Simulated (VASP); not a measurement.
Set up this calculation in VASP 6.6.1, as the native input.

| Property | Result |
| --- | --- |
| Task | single point |
| Functional | B3LYP |
| Potentials or basis | VASP PAW PBE potentials, release 64 (Hf_pv, Ge_d) |
| Cutoff | 520 eV |
| k mesh | 4 × 4 × 4 |
| Occupations | fermi-dirac, width 0.05 eV |
| Spin | no spin polarisation |
| Dipole correction | no |
| Grid for exact exchange (PRECFOCK) | Normal |
| Further INCAR settings | ALGO = Normal; EDIFF = 1e-07; NBANDS = 19 |
| Share of exact exchange | 0.2 |

HfGe:

```
Hf Ge
1.0
     4.61019    0.00000    0.00000
    -2.30509    3.99254    0.00000
     0.00000    0.00000    3.31745
Hf Ge
1 1
Direct
  0.00000 0.00000 0.50000
  0.33333 0.66667 0.50000
```

The input as run:

POSCAR

```
HfGe
1.0
    4.6101851107     -0.0000000034      0.0000000000
   -2.3050925524      3.9925374237      0.0000000000
    0.0000000000      0.0000000000      3.3174472257
Hf Ge
1 1
Direct
    0.0000000000      0.0000000000      0.5000000000
    0.3333333333      0.6666666667      0.5000000000
```

INCAR.step1

```
ALGO = Normal
EDIFF = 1E-5
ENCUT = 520
GGA = PE
ISIF = 2
ISMEAR = -1
LASPH = True
LCHARG = False
LREAL = False
LWAVE = True
NBANDS = 19
NELM = 60
PREC = Accurate
SIGMA = 0.05
```

INCAR.step2

```
AEXX = 0.2
AGGAC = 0.81
AGGAX = 0.72
ALDAC = 0.19
ALGO = Normal
EDIFF = 1E-7
ENCUT = 520
GGA = B3
ISIF = 2
ISMEAR = -1
ISTART = 1
LASPH = True
LCHARG = False
LHFCALC = True
LREAL = False
LWAVE = False
NBANDS = 19
NELM = 60
PREC = Accurate
PRECFOCK = Normal
SIGMA = 0.05
```

KPOINTS

```
k-points
0
Gamma
  4 4 4
```

Potentials or basis: VASP PAW PBE potentials, release 64 (Hf_pv, Ge_d).

Launch:

```sh
$ cat potpaw_PBE.64/Hf_pv/POTCAR potpaw_PBE.64/Ge_d/POTCAR > POTCAR
$ cp INCAR.step1 INCAR
$ mpirun -np 1 vasp_std > vasp.out
$ cp INCAR.step2 INCAR
$ mpirun -np 1 vasp_std > vasp.out
```

It gave:

```yaml
Pressure: -1.2 GPa
Band_gap_on_the_k_mesh: zero (bands 12 and 13 overlap by 0.20 eV)
```

Caveat: the k points lie up to 0.47 Å⁻¹ apart; the PAW data sets were made with another functional, which shifts forces and pressure a little; spin-orbit coupling is left out, which moves the levels of the heavy elements.

Run time: 33 min on 1 thread of Intel(R) Xeon(R) Platinum 8259CL CPU @ 2.50GHz (Skylake/Cascade Lake) (shared host), peak memory 0.21 GiB.
